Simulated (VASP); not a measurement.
Input of a VASP 6.6.1 run:

INCAR

```
SYSTEM = Sn
  PREC = Accurate
  ENCUT = 520
  EDIFF = 1E-6
  ISMEAR = 0
  SIGMA = 0.1
  LREAL = .False.
  LASPH = .True.
  NELM = 100
  ALGO = Fast
  ISIF = 2
  LWAVE = .False.
  LCHARG = .True.
  GGA = PS
  LELF = .True.
  LVHAR = .True.
  NBANDS = 21
```

File KPOINTS:

```
regular mesh
0
Gamma
  14 14 14
  0 0 0
```

POSCAR

```
Sn
1.0
   -2.9099000276      2.9099000276      1.5869856506
    2.9099000276     -2.9099000276      1.5869856506
    2.9099000276      2.9099000276     -1.5869856506
Sn
2
Direct
    0.7500000000      0.2500000000      0.5000000000
    0.0000000000      0.0000000000      0.0000000000
```

Potentials or basis: VASP PAW PBE potentials, release 64 (Sn_d).

Command:

```bash
$ cat potpaw_PBE.64/Sn_d/POTCAR > POTCAR
$ mpirun -np 1 vasp_std > vasp.out
```

Problem. Predict the band gap on the k mesh.

Solution. Zero (bands 14 and 15 overlap by 4.09 eV).

Problem. Predict the pressure.

Solution. 0.0 GPa.

Caveat: the PAW data sets were made with another functional, which shifts forces and pressure a little; spin-orbit coupling is left out, which moves the levels of the heavy elements.
